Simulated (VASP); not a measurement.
# BN (pbe) (P6_3mc) in VASP: notebook, part 2 of 2

VASP 6.6.1.

### Step 3. Single point, PBE

Contents of INCAR:

```
SYSTEM = BN
  ALGO = Normal
  EDIFF = 1E-6
  ENCUT = 600
  GGA = PE
  GGA_COMPAT = .FALSE.
  ISIF = 2
  ISMEAR = 0
  LASPH = .TRUE.
  LCHARG = .FALSE.
  LREAL = .FALSE.
  LWAVE = .FALSE.
  NBANDS = 16
  NELM = 120
  PREC = Accurate
  SIGMA = 0.02
```

Contents of KPOINTS:

```
k-points
0
G
  12 12 6
  0 0 0
```

Contents of POSCAR:

```
BN
1.0
    2.5545151803      0.0000000000      0.0000000000
   -1.2772575902      2.2122750405      0.0000000000
    0.0000000000      0.0000000000      4.2245491852
B N
2 2
Direct
    0.3333333333      0.6666666667     -0.0003103168
    0.6666666667      0.3333333333      0.4996896832
    0.3333333333      0.6666666667      0.3743103168
    0.6666666667      0.3333333333      0.8743103168
```

Potentials or basis: VASP PAW PBE potentials, release 64 (B, N).

On the command line:

```bash
cat potpaw_PBE.64/B/POTCAR potpaw_PBE.64/N/POTCAR > POTCAR
mpirun -np 1 vasp_std > vasp.out
```

OUTCAR:

```text
SYSTEM = BN
   EDIFF = 1E-6
   ENCUT = 600
   GGA = PE
   ISIF = 2
   ISMEAR = 0
   LASPH = .TRUE.
   LREAL = .FALSE.
   NELM = 120
   PREC = Accurate

 ion  position               nearest neighbor table
   1  0.333  0.667  1.000-   4 1.57   4 1.57   4 1.57   3 1.58
   2  0.667  0.333  0.500-   3 1.57   3 1.57   3 1.57   4 1.58
   3  0.333  0.667  0.374-   2 1.57   2 1.57   2 1.57   1 1.58
   4  0.667  0.333  0.874-   1 1.57   1 1.57   1 1.57   2 1.58

  LATTYP: Found a hexagonal cell.
 ALAT       =     2.5545151803
 C/A-ratio  =     1.6537577141

  Lattice vectors:

 A1 = (   2.5545151803,   0.0000000000,   0.0000000000)
 A2 = (  -1.2772575902,   2.2122750405,   0.0000000000)
 A3 = (   0.0000000000,   0.0000000000,   4.2245491852)

Analysis of symmetry for initial positions (statically):
=====================================================================
 Subroutine PRICEL returns:
 Original cell was already a primitive cell.

 Routine SETGRP: Setting up the symmetry group for a
 hexagonal supercell.

 Subroutine GETGRP returns: Found 12 space group operations
 (whereof  6 operations were pure point group operations)
 out of a pool of 24 trial point group operations.

The static configuration has the point symmetry C_3v.
 The point group associated with its full space group is C_6v.

Analysis of symmetry for dynamics (positions and initial velocities):
=====================================================================
 Subroutine PRICEL returns:
 Original cell was already a primitive cell.

 Routine SETGRP: Setting up the symmetry group for a
 hexagonal supercell.

 Subroutine GETGRP returns: Found 12 space group operations
 (whereof  6 operations were pure point group operations)
 out of a pool of 24 trial point group operations.

The dynamic configuration has the point symmetry C_3v.
 The point group associated with its full space group is C_6v.

 Subroutine INISYM returns: Found 12 space group operations
 (whereof  6 operations are pure point group operations),
 and found     1 'primitive' translations

----------------------------------------------------------------------------------------

                                     Primitive cell

  volume of cell :      23.8742

  direct lattice vectors                    reciprocal lattice vectors
     2.554515180  0.000000000  0.000000000     0.391463714  0.226011681  0.000000000
    -1.277257590  2.212275040  0.000000000     0.000000000  0.452023361  0.000000000
     0.000000000  0.000000000  4.224549185     0.000000000  0.000000000  0.236711648

  length of vectors
     2.554515180  2.554515180  4.224549185     0.452023361  0.452023361  0.236711648

  position of ions in fractional coordinates (direct lattice)
     0.333333333  0.666666667  0.999689683
     0.666666667  0.333333333  0.499689683
     0.333333333  0.666666667  0.374310317
     0.666666667  0.333333333  0.874310317

  ion indices of the primitive-cell ions
   primitive index   ion index
                 1           1
                 2           2
                 3           3
                 4           4

----------------------------------------------------------------------------------------

 KPOINTS: k-points

Automatic generation of k-mesh.
 Grid dimensions read from file:
 generate k-points for:   12   12    6

 Generating k-lattice:

  Cartesian coordinates                     Fractional coordinates (reciprocal lattice)
     0.032621976  0.018834307  0.000000000     0.083333333  0.000000000  0.000000000
     0.000000000  0.037668613  0.000000000     0.000000000  0.083333333  0.000000000
     0.000000000  0.000000000  0.039451941     0.000000000  0.000000000  0.166666667

  Length of vectors
     0.037668613  0.037668613  0.039451941

  Shift w.r.t. Gamma in fractional coordinates (k-lattice)
     0.000000000  0.000000000  0.000000000

 Subroutine IBZKPT returns following result:
 ===========================================

 Found     76 irreducible k-points:

 Following reciprocal coordinates:
            Coordinates               Weight
  0.000000  0.000000  0.000000      1.000000
  0.083333 -0.000000  0.000000      6.000000
  0.166667  0.000000  0.000000      6.000000
  0.250000  0.000000  0.000000      6.000000
  0.333333  0.000000  0.000000      6.000000
  0.416667  0.000000  0.000000      6.000000
[... 16 lines left out ...]
  0.250000  0.000000  0.166667     12.000000
  0.333333  0.000000  0.166667     12.000000
 [... further k-points ...]
   k-points           NKPTS =     76   k-points in BZ     NKDIM =     76   number of bands    NBANDS=     16
   number of dos      NEDOS =    301   number of ions     NIONS =      4
   total plane-waves  NPLWV =  14400
   dimension x,y,z NGX =    20 NGY =   20 NGZ =   36
   dimension x,y,z NGXF=    40 NGYF=   40 NGZF=   72
   ions per type =               2   2
   NGX,Y,Z   is equivalent  to a cutoff of  13.02, 13.02, 14.17 a.u.
   NGXF,Y,Z  is equivalent  to a cutoff of  26.03, 26.03, 28.33 a.u.
 SYSTEM =  BN
   PREC   = accura    normal or accurate (medium, high low for compatibility)
   ISTART =      0    job   : 0-new  1-cont  2-samecut
   ICHARG =      2    charge: 1-file 2-atom 10-const
   ISPIN  =      1    spin polarized calculation?
   LNONCOLLINEAR =      F non collinear calculations
   LSORBIT =      F    spin-orbit coupling
   LASPH  =      T    aspherical Exc in radial PAW
   ENCUT  =  600.0 eV  44.10 Ry    6.64 a.u.   5.10  5.10  8.44*2*pi/ulx,y,z
   NELM   =    120;   NELMIN=  2; NELMDL= -5     # of ELM steps
   EDIFF  = 0.1E-05   stopping-criterion for ELM
   LREAL  =      F    real-space projection
   EDIFFG = 0.1E-04   stopping-criterion for IOM
   NSW    =      0    number of steps for IOM
   IBRION =     -1    ionic relax: 0-MD 1-quasi-New 2-CG
   NFREE  =      0    steps in history (QN), initial steepest desc. (CG)
   ISIF   =      2    stress and relaxation
   ISYM   =      2    0-nonsym 1-usesym 2-fastsym
   POTIM  = 0.5000    time-step for ionic-motion
   TEBEG  =    0.0;   TEEND  =   0.0 temperature during run
   PSTRESS=    0.0 pullay stress
   NELECT =      16.0000    total number of electrons
   NUPDOWN=      -1.0000    fix difference up-down
   EMIN   =  10.00;   EMAX   =-10.00  energy-range for DOS
   EFERMI =   0.00;   METHOD = LEGACY
   ISMEAR =     0;   SIGMA  =   0.02  broadening in eV -4-tet -1-fermi 0-gaus
   EFERMI_NEDOS =   21; number of points for ismear=-14 and -15
   IALGO  =     38    algorithm
   IMIX   =      4    mixing-type and parameters
     AMIX     =   0.40;   BMIX     =  1.00
     AMIX_MAG =   1.60;   BMIX_MAG =  1.00
  volume/ion in A,a.u.               =       5.97        40.28
  Fermi-wavevector in a.u.,A,eV,Ry     =   1.432646  2.707308 27.925604  2.052474
  Thomas-Fermi vector in A             =   2.552251
   LORBIT       =      0    0 simple, 1 ext, 2 COOP (PROOUT), +10 PAW based schemes
   GGA     = PE    functional components
   LHFCALC =     F    Hartree Fock is set to
   AEXX    =    0.0000 exact exchange contribution
   IVDW    =     0    specifies the selected vdW correction
   LEPSILON=     F    determine dielectric tensor
   LRPA    =     F    only Hartree local field effects (RPA)
 non-spin polarized calculation
 Gauss-broadening in eV      SIGMA  =   0.02
  energy-cutoff  :      600.00
  volume of cell :       23.87
 maximum number of plane-waves:       807
   NGX = 11   NGY = 11   NGZ = 17

 number of electron      16.0000003 magnetization

 Free energy of the ion-electron system (eV)
  ---------------------------------------------------
  ext. energy  EPLUGINS =         0.00000000
  ---------------------------------------------------
  free energy    TOTEN  =       -34.83991295 eV

  energy without entropy =      -34.83991295  energy(sigma->0) =      -34.83991295

 E-fermi :   7.5254     XC(G=0): -12.7616

 val. band max:        7.4286485502   @ k =   0.0000   0.0000   0.0000
 cond. band min:      12.6391898079   @ k =   0.3333   0.3333   0.0000
 fundamental gap:      5.2105412577
 Fermi energy:         7.5253972051

 k-point     1 :       0.0000    0.0000    0.0000
  band No.  band energies     occupation
      1     -12.8574      2.00000
      2      -8.7505      2.00000
      3      -3.3908      2.00000
      4       5.3258      2.00000
      5       5.3258      2.00000
      6       7.1671      2.00000
[... 8 lines left out ...]
     15      19.2531      0.00000
     16      23.5176      0.00000
[... 420 lines left out ...]
  band No.  band energies     occupation
      1     -10.4360      2.00000
      2      -7.7144      2.00000
      3      -1.3132      2.00000
      4       0.1259      2.00000
      5       1.4967      2.00000
      6       3.1777      2.00000
[... 8 lines left out ...]
     15      23.3252      0.00000
     16      23.5748      0.00000

 [... further k-points ...]
[... 5 lines left out ...]
  --------------------------------------------------------------------------------------
  -------------------------------------------------------------------------------------
  Total       -0.0033597     -0.0033597     -0.0091737      0.0000000      0.0000000      0.0000000
  in kB       -0.2254659     -0.2254659     -0.6156379      0.0000000      0.0000000      0.0000000
  external PRESSURE =      -0.3555232 kB  Pullay stress =       0.0000000 kB

 VOLUME and BASIS-vectors are now :
 -----------------------------------------------------------------------------
  energy-cutoff  :      600.00
  volume of cell :       23.87
      direct lattice vectors                 reciprocal lattice vectors
     2.554515180  0.000000000  0.000000000     0.391463714  0.226011681  0.000000000
    -1.277257590  2.212275040  0.000000000     0.000000000  0.452023361  0.000000000
     0.000000000  0.000000000  4.224549185     0.000000000  0.000000000  0.236711648

 POSITION                                       TOTAL-FORCE (eV/Angst)
 -----------------------------------------------------------------------------------
     -0.00000      1.47485      4.22324        -0.000000      0.000000      0.001925
      1.27726      0.73743      2.11096        -0.000000      0.000000      0.001925
     -0.00000      1.47485      1.58129        -0.000000      0.000000     -0.001925
      1.27726      0.73743      3.69357         0.000000     -0.000000     -0.001925
 -----------------------------------------------------------------------------------
    total drift:                               -0.000000     -0.000000     -0.000194

  FREE ENERGIE OF THE ION-ELECTRON SYSTEM (eV)
  ---------------------------------------------------
  free  energy   TOTEN  =       -34.8399129522 eV

  energy  without entropy=      -34.8399129522  energy(sigma->0) =      -34.83991295
```

Wall time 15 s (1 thread of AMD EPYC 9R45 (Zen 5), shared host); peak memory 0.12 GiB.

What came out:

* Free energy: -34.8399 eV
* Pressure: 0.0 GPa
* Band gap on the k mesh: 5.21 eV, indirect (least direct gap 8.24 eV)

A k mesh can miss the band edges. PBE gaps usually lie below the measured ones, often by a third to a half.

### Step 4. Relaxation of cell and atoms, PBE

This run uses another cell than the first one, of 5.93 Å³/atom, 0.993 times its volume.

Contents of INCAR:

```
PREC     = Accurate       # precision mode
ENCUT    = 600            # plane-wave cutoff, eV
EDIFF    = 1E-7           # SCF threshold, eV
ISMEAR   = 0              # smearing method
SIGMA    = 0.02           # smearing width, eV
LREAL    = F              # projectors in reciprocal space
LASPH    = T              # aspherical terms in the spheres
NELM     = 120            # most SCF steps
ALGO     = Normal         # electronic algorithm
ISIF     = 3              # what is computed and relaxed
LWAVE    = F              # write WAVECAR
LCHARG   = F              # write CHGCAR
GGA      = PE             # functional
IBRION   = 2              # ionic algorithm
NSW      = 100            # ionic steps
EDIFFG   = -0.002         # ionic threshold
GGA_COMPAT= F            
NELMIN   = 4
```

Contents of KPOINTS:

```
Automatic mesh
0
Gamma
  12 12 6
```

Contents of POSCAR:

```
BN
1.0
    2.5500000000      0.0000000000      0.0000000000
   -1.2750000000      2.2083647797      0.0000000000
    0.0000000000      0.0000000000      4.2100000000
B N
2 2
Direct
    0.3333333333      0.6666666667      0.0000000000
    0.6666666667      0.3333333333      0.5000000000
    0.3333333333      0.6666666667      0.3740000000
    0.6666666667      0.3333333333      0.8740000000
```

On the command line:

```bash
cat potpaw_PBE.64/B/POTCAR potpaw_PBE.64/N/POTCAR > POTCAR
mpirun -np 1 vasp_std > vasp.out
```

Wall time 38 s (1 thread of AMD EPYC 9R45 (Zen 5), shared host); peak memory 0.12 GiB.

The run converged. Its results:

```yaml
Free_energy: -34.8394 eV
Relaxed_volume: 5.97 Å³/atom
Relaxed_cell: a = 2.554 Å, b = 2.554 Å, c = 4.224 Å, α = 90.00°, β = 90.00°, γ = 120.00°
Space_group_after_relaxing_to_0.05_Å: P6_3mc (No. 186)
Energy_gained_by_relaxing: 0.4 meV/atom
Ionic_steps: 6
Pressure_after_relaxing: 0.0 GPa
Band_gap_on_the_k_mesh: 5.21 eV, indirect (least direct gap 8.24 eV)
```

The path:
| step | energy change (eV) | largest force (eV/Å) | pressure (GPa) | volume (Å³) |
| --- | --- | --- | --- | --- |
| 1 | 0.0000 | 0.0563 | 2.60 | 23.71 |
| 2 | 0.0000 | 0.0599 | -2.54 | 24.04 |
| 3 | -0.0016 | 0.0041 | 0.01 | 23.87 |
| 4 | -0.0016 | 0.0051 | -0.05 | 23.88 |
| 5 | -0.0016 | 0.0048 | 0.03 | 23.87 |
| 6 | -0.0016 | 0.0005 | 0.00 | 23.87 |

Final structure:
```
B N
1.0
     2.55449    0.00000    0.00000
    -1.27724    2.21225    0.00000
     0.00000    0.00000    4.22428
B N
2 2
Direct
  0.33333 0.66667 0.99970
  0.66667 0.33333 0.49970
  0.33333 0.66667 0.37430
  0.66667 0.33333 0.87430
```

Levels at points of the mesh, in eV from the valence-band top:
| k point | band 6 | band 7 | band 8 | band 9 | band 10 | band 11 |
| --- | --- | --- | --- | --- | --- | --- |
| (0.00, 0.00, 0.00) | -0.26 | 0.00 | 0.00 | 8.33 | 8.33 | 8.55 |
| (0.50, 0.00, 0.00) | -4.93 | -4.36 | -2.09 | 6.68 | 7.94 | 10.56 |
| (0.00, 0.00, 0.50) | -1.17 | -1.17 | -1.17 | 9.40 | 9.40 | 9.87 |
| (0.50, 0.00, 0.50) | -3.73 | -3.54 | -3.54 | 6.56 | 6.56 | 9.97 |
